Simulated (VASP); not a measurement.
# Co5C in VASP: notebook

Runs on Co5C. Level: PBEsol. Tasks: single point.

All numbers are computed with VASP 6.6.1; they aren't measurements. Logs are shortened: lines on timing, memory, paths and dates and some standing lists are left out, and cuts for length are marked.

## 1. The cell of the first run

The cell holds a slab with vacuum, 6 atoms: a = 2.456 Å, b = 2.456 Å, c = 26.939 Å, α = 90.00°, β = 90.00°, γ = 120.00°.

## 2. Single point, PBEsol, collinear spin, ferromagnetic start

The input, INCAR:

```
  PREC = Accurate
  ENCUT = 520
  EDIFF = 1E-6
  ISMEAR = 0
  SIGMA = 0.1
  LREAL = F
  LASPH = T
  NELM = 150
  ALGO = Normal
  ISIF = 2
  LWAVE = F
  LCHARG = T
  ISPIN = 2
  MAGMOM = 1.94 1.87 1.83 1.86 1.92 2
  LORBIT = 11
  LMAXMIX = 4
  LDIPOL = T
  IDIPOL = 3
  DIPOL = 0.5 0.5 0.499
  GGA = PS
  LELF = T
  LVHAR = T
  LVACPOTAV = T
  NBANDS = 38
```

The input, KPOINTS:

```
Automatic mesh
0
Gamma
  12 12 1
```

The input, POSCAR:

```
Co5C
1.0
    2.4564222732      0.0000000000      0.0000000000
   -1.2282111366      2.1273240910      0.0000000000
    0.0000000000      0.0000000000     26.9388271088
Co C
5 1
Direct
    0.6666666667      0.3333333333      0.3155296986
    0.3333333333      0.6666666667      0.3892042788
    0.6666666667      0.3333333333      0.4644680203
    0.3333333333      0.6666666667      0.5366632596
    0.6666666667      0.3333333333      0.6143373712
    0.6666666667      0.3333333333      0.6755319813
```

Potentials or basis: VASP PAW PBE potentials, release 64 (Co, C).

Run with:

```console
$ cat potpaw_PBE.64/Co/POTCAR potpaw_PBE.64/C/POTCAR > POTCAR
$ mpirun -np 1 vasp_std > vasp.out
```

OUTCAR:

```text
PREC = Accurate
   ENCUT = 520
   EDIFF = 1E-6
   ISMEAR = 0
   LREAL = F
   LASPH = T
   NELM = 150
   ISIF = 2
   ISPIN = 2
   LORBIT = 11
   GGA = PS

 ion  position               nearest neighbor table
   1  0.667  0.333  0.316-   2 2.44   2 2.44   2 2.44
   2  0.333  0.667  0.389-   1 2.44   1 2.44   1 2.44   3 2.47   3 2.47   3 2.47
   3  0.667  0.333  0.464-   4 2.41   4 2.41   4 2.41   2 2.47   2 2.47   2 2.47
   4  0.333  0.667  0.537-   3 2.41   3 2.41   3 2.41   5 2.53   5 2.53   5 2.53
   5  0.667  0.333  0.614-   6 1.65   4 2.53   4 2.53   4 2.53
   6  0.667  0.333  0.676-   5 1.65

  LATTYP: Found a hexagonal cell.
 ALAT       =     2.4564222732
 C/A-ratio  =    10.9666922510

  Lattice vectors:

 A1 = (   2.4564222732,   0.0000000000,   0.0000000000)
 A2 = (  -1.2282111366,   2.1273240910,   0.0000000000)
 A3 = (   0.0000000000,   0.0000000000,  26.9388271088)

Analysis of symmetry for initial positions (statically):
=====================================================================
 Subroutine PRICEL returns:
 Original cell was already a primitive cell.

 Routine SETGRP: Setting up the symmetry group for a
 hexagonal supercell.

 Subroutine GETGRP returns: Found  6 space group operations
 (whereof  6 operations were pure point group operations)
 out of a pool of 24 trial point group operations.

The static configuration has the point symmetry C_3v.

Analysis of symmetry for dynamics (positions and initial velocities):
=====================================================================
 Subroutine PRICEL returns:
 Original cell was already a primitive cell.

 Routine SETGRP: Setting up the symmetry group for a
 hexagonal supercell.

 Subroutine GETGRP returns: Found  6 space group operations
 (whereof  6 operations were pure point group operations)
 out of a pool of 24 trial point group operations.

The dynamic configuration has the point symmetry C_3v.

Analysis of structural, dynamic, and magnetic symmetry:
=====================================================================
 Subroutine PRICEL returns:
 Original cell was already a primitive cell.

 Routine SETGRP: Setting up the symmetry group for a
 hexagonal supercell.

 Subroutine GETGRP returns: Found  6 space group operations
 (whereof  6 operations were pure point group operations)
 out of a pool of 24 trial point group operations.

The overall configuration has the point symmetry C_3v.

 Subroutine INISYM returns: Found  6 space group operations
 (whereof  6 operations are pure point group operations),
 and found     1 'primitive' translations

----------------------------------------------------------------------------------------

                                     Primitive cell

  volume of cell :     140.7717

  direct lattice vectors                    reciprocal lattice vectors
     2.456422273  0.000000000  0.000000000     0.407096130  0.235037060  0.000000000
    -1.228211137  2.127324091  0.000000000     0.000000000  0.470074120  0.000000000
     0.000000000  0.000000000 26.938827109     0.000000000  0.000000000  0.037121141

  length of vectors
     2.456422273  2.456422273 26.938827109     0.470074120  0.470074120  0.037121141

  position of ions in fractional coordinates (direct lattice)
     0.666666667  0.333333333  0.315529699
     0.333333333  0.666666667  0.389204279
     0.666666667  0.333333333  0.464468020
     0.333333333  0.666666667  0.536663260
     0.666666667  0.333333333  0.614337371
     0.666666667  0.333333333  0.675531981

  ion indices of the primitive-cell ions
   primitive index   ion index
                 1           1
                 2           2
                 3           3
                 4           4
                 5           5
                 6           6

----------------------------------------------------------------------------------------

 KPOINTS: Automatic mesh

Automatic generation of k-mesh.
 Grid dimensions read from file:
 generate k-points for:   12   12    1

[... 40 lines left out ...]
   number of dos      NEDOS =    301   number of ions     NIONS =      6
   total plane-waves  NPLWV =  64800
   dimension x,y,z NGX =    18 NGY =   18 NGZ =  200
   dimension x,y,z NGXF=    36 NGYF=   36 NGZF=  400
   ions per type =               5   1
   NGX,Y,Z   is equivalent  to a cutoff of  12.18, 12.18, 12.34 a.u.
   NGXF,Y,Z  is equivalent  to a cutoff of  24.36, 24.36, 24.68 a.u.
 SYSTEM =  unknown system
   PREC   = accura    normal or accurate (medium, high low for compatibility)
   ISTART =      0    job   : 0-new  1-cont  2-samecut
   ICHARG =      2    charge: 1-file 2-atom 10-const
   ISPIN  =      2    spin polarized calculation?
   LNONCOLLINEAR =      F non collinear calculations
   LSORBIT =      F    spin-orbit coupling
   LASPH  =      T    aspherical Exc in radial PAW
   ENCUT  =  520.0 eV  38.22 Ry    6.18 a.u.   4.57  4.57 50.09*2*pi/ulx,y,z
   NELM   =    150;   NELMIN=  2; NELMDL= -5     # of ELM steps
   EDIFF  = 0.1E-05   stopping-criterion for ELM
   LREAL  =      F    real-space projection
   EDIFFG = 0.1E-04   stopping-criterion for IOM
   NSW    =      0    number of steps for IOM
   IBRION =     -1    ionic relax: 0-MD 1-quasi-New 2-CG
   NFREE  =      0    steps in history (QN), initial steepest desc. (CG)
   ISIF   =      2    stress and relaxation
   ISYM   =      2    0-nonsym 1-usesym 2-fastsym
   POTIM  = 0.5000    time-step for ionic-motion
   TEBEG  =    0.0;   TEEND  =   0.0 temperature during run
   PSTRESS=    0.0 pullay stress
   NELECT =      49.0000    total number of electrons
   NUPDOWN=      -1.0000    fix difference up-down
   EMIN   =  10.00;   EMAX   =-10.00  energy-range for DOS
   EFERMI =   0.00;   METHOD = LEGACY
   ISMEAR =     0;   SIGMA  =   0.10  broadening in eV -4-tet -1-fermi 0-gaus
   EFERMI_NEDOS =   21; number of points for ismear=-14 and -15
   IALGO  =     38    algorithm
   IMIX   =      4    mixing-type and parameters
     AMIX     =   0.40;   BMIX     =  1.00
     AMIX_MAG =   1.60;   BMIX_MAG =  1.00
  volume/ion in A,a.u.               =      23.46       158.33
  Fermi-wavevector in a.u.,A,eV,Ry     =   1.151600  2.176209 18.043816  1.326183
  Thomas-Fermi vector in A             =   2.288257
   LORBIT       =     11    0 simple, 1 ext, 2 COOP (PROOUT), +10 PAW based schemes
   GGA     = PS    functional components
   LHFCALC =     F    Hartree Fock is set to
   AEXX    =    0.0000 exact exchange contribution
   IVDW    =     0    specifies the selected vdW correction
   LEPSILON=     F    determine dielectric tensor
   LRPA    =     F    only Hartree local field effects (RPA)
 spin polarized calculation
 Gauss-broadening in eV      SIGMA  =   0.10
  energy-cutoff  :      520.00
  volume of cell :      140.77
 maximum number of plane-waves:      3849
   NGX =  9   NGY =  9   NGZ =101

 number of electron      48.9999969 magnetization      10.0879627

 dipolmoment           0.000000      0.000000     -0.019801 electrons x Angstroem

 number of electron      48.9999969 magnetization       7.2889645

 dipolmoment           0.000000      0.000000      0.052057 electrons x Angstroem

 Free energy of the ion-electron system (eV)
  ---------------------------------------------------
  ext. energy  EPLUGINS =         0.00000000
  ---------------------------------------------------
  free energy    TOTEN  =       -43.29128781 eV

  energy without entropy =      -43.26465491  energy(sigma->0) =      -43.27797136

 E-fermi :   0.8165     XC(G=0):  -6.4738

 val. band max:        0.8077287513   @ k =   0.1667   0.0833   0.0000
 cond. band min:       0.8289852676   @ k =   0.2500   0.0000   0.0000
 fundamental gap:      0.0212565162
 Fermi energy:         0.8165142360

 spin component 1

 k-point     1 :       0.0000    0.0000    0.0000
  band No.  band energies     occupation
      1     -12.0615      1.00000
      2      -8.0566      1.00000
      3      -6.9967      1.00000
      4      -5.6421      1.00000
      5      -4.7164      1.00000
      6      -4.5010      1.00000
[... 730 lines left out ...]
     35       7.1243      0.00000
     36       7.8462      0.00000
 Fermi energy:         0.8165142360

 spin component 2

 k-point     1 :       0.0000    0.0000    0.0000
  band No.  band energies     occupation
      1     -12.0778      1.00000
      2      -7.9738      1.00000
      3      -6.9036      1.00000
      4      -5.4680      1.00000
      5      -4.2443      1.00000
      6      -3.7339      1.00000
[... 730 lines left out ...]
     35       7.7845      0.00000
     36       8.2917      0.00000
 [bands above 36 left out]

------------------------ aborting loop because EDIFF is reached ----------------------------------------

  FORCE on cell =-STRESS in cart. coord.  units (eV):
  Direction    XX          YY          ZZ          XY          YZ          ZX
  --------------------------------------------------------------------------------------
  -------------------------------------------------------------------------------------
  Total       -1.5085229     -1.5085229     -0.4558197      0.0000000     -0.0000000      0.0000000
  in kB      -17.1690837    -17.1690837     -5.1878607      0.0000000     -0.0000000      0.0000000
  external PRESSURE =     -13.1753427 kB  Pullay stress =       0.0000000 kB

 VOLUME and BASIS-vectors are now :
 -----------------------------------------------------------------------------
  energy-cutoff  :      520.00
  volume of cell :      140.77
      direct lattice vectors                 reciprocal lattice vectors
     2.456422273  0.000000000  0.000000000     0.407096130  0.235037060  0.000000000
    -1.228211137  2.127324091  0.000000000     0.000000000  0.470074120  0.000000000
     0.000000000  0.000000000 26.938827109     0.000000000  0.000000000  0.037121141

 POSITION                                       TOTAL-FORCE (eV/Angst)
 -----------------------------------------------------------------------------------
      1.22821      0.70911      8.50000         0.000000     -0.000000      0.422136
     -0.00000      1.41822     10.48471        -0.000000     -0.000000     -0.387912
      1.22821      0.70911     12.51222        -0.000000     -0.000000     -0.002600
     -0.00000      1.41822     14.45708        -0.000000     -0.000000      0.000574
      1.22821      0.70911     16.54953        -0.000000      0.000000     -0.386638
      1.22821      0.70911     18.19804        -0.000000     -0.000000      0.354439
 -----------------------------------------------------------------------------------
    total drift:                                0.000000      0.000000     -0.000222

  FREE ENERGIE OF THE ION-ELECTRON SYSTEM (eV)
  ---------------------------------------------------
  free  energy   TOTEN  =       -43.2912878054 eV

  energy  without entropy=      -43.2646549077  energy(sigma->0) =      -43.27797136

 vacuum level on the upper side and lower side of the slab         7.791         5.989

 total charge

# of ion       s       p       d       tot
------------------------------------------
    1        0.495   0.434   7.242   8.172
    2        0.502   0.556   7.278   8.336
    3        0.509   0.567   7.286   8.362
    4        0.508   0.547   7.281   8.337
    5        0.560   0.651   7.489   8.701
    6        1.036   1.107   0.000   2.143
--------------------------------------------------
tot          3.611   3.863  36.577  44.050

 magnetization (x)

# of ion       s       p       d       tot
------------------------------------------
    1       -0.011  -0.042   1.770   1.718
    2       -0.014  -0.050   1.720   1.656
    3       -0.013  -0.049   1.687   1.625
    4       -0.010  -0.039   1.666   1.617
    5       -0.007  -0.025   0.765   0.733
    6       -0.003  -0.033   0.000  -0.036
--------------------------------------------------
tot         -0.058  -0.238   7.608   7.312
```

Wall time 12 min (1 thread of Intel Xeon Platinum 8375C at 2.90GHz (Ice Lake), shared host); peak memory 0.39 GiB.

Results:

- Free energy: -43.2913 eV
- Largest force: 0.422 eV/Å
- Net moment: 7.29 μB per cell
- Site moments: Co +1.72, +1.66, +1.62, +0.73 (each value once); C -0.04 μB
- Valence electrons inside the program's atomic spheres: Co 8.17, 8.34, 8.36, 8.70 (each value once); C 2.14

Forces in eV/Å, atoms in the order of the input:
```
Co   0.000  0.000  0.422
Co   0.000  0.000 -0.388
Co   0.000  0.000 -0.003
Co   0.000  0.000  0.001
Co   0.000  0.000 -0.387
C    0.000  0.000  0.354
```

Caveat: the PAW data sets were made with another functional, which shifts forces and pressure a little.

## 3. Single point, PBEsol, collinear spin, ferromagnetic start

INCAR: that of step 2 with these lines changed.

```diff
@@ -8,3 +8,3 @@
   NELM = 150
-  ALGO = Normal
+  ALGO = Fast
   ISIF = 2
```

KPOINTS is that of step 2.

POSCAR is that of step 2.

Potentials or basis: VASP PAW PBE potentials, release 64 (Co, C).

Run with:

```console
$ cat potpaw_PBE.64/Co/POTCAR potpaw_PBE.64/C/POTCAR > POTCAR
$ mpirun -np 1 vasp_std > vasp.out
```

Run time: 23 min. Hardware: 1 thread of Oxide Virtual Turin-like, shared host; peak memory 0.34 GiB.

It converged, with:

```yaml
Free_energy: -43.2913 eV
Largest_force: 0.422 eV/Å
Net_moment: 7.29 μB per cell
Site_moments: Co +1.72, +1.66, +1.62, +0.73 (each value once); C -0.04 μB
Valence_electrons_inside_the_program's_atomic_spheres: Co 8.17, 8.34, 8.36, 8.70 (each value once); C 2.14
```

Forces on the atoms (eV/Å):
```
Co   0.000  0.000  0.422
Co   0.000  0.000 -0.388
Co   0.000  0.000 -0.003
Co   0.000  0.000  0.001
Co   0.000  0.000 -0.387
C    0.000  0.000  0.355
```

Levels at points of the mesh, in eV from the Fermi level:
Spin up:
| k point | band 26 | band 27 | band 28 | band 29 | band 30 | band 31 |
| --- | --- | --- | --- | --- | --- | --- |
| (0.00, 0.00, 0.00) | -1.18 | -1.18 | -0.95 | -0.95 | -0.83 | -0.83 |
| (0.50, 0.00, 0.00) | -0.44 | -0.06 | 1.04 | 1.20 | 2.22 | 3.02 |
Spin down:
```csv
k point,band 18,band 19,band 20,band 21,band 22,band 23
"(0.00, 0.00, 0.00)",-0.91,-0.91,-0.74,-0.74,-0.58,-0.58
"(0.50, 0.00, 0.00)",-0.36,0.13,0.51,0.98,1.04,1.11
```

Caveat: the PAW data sets were made with another functional, which shifts forces and pressure a little.
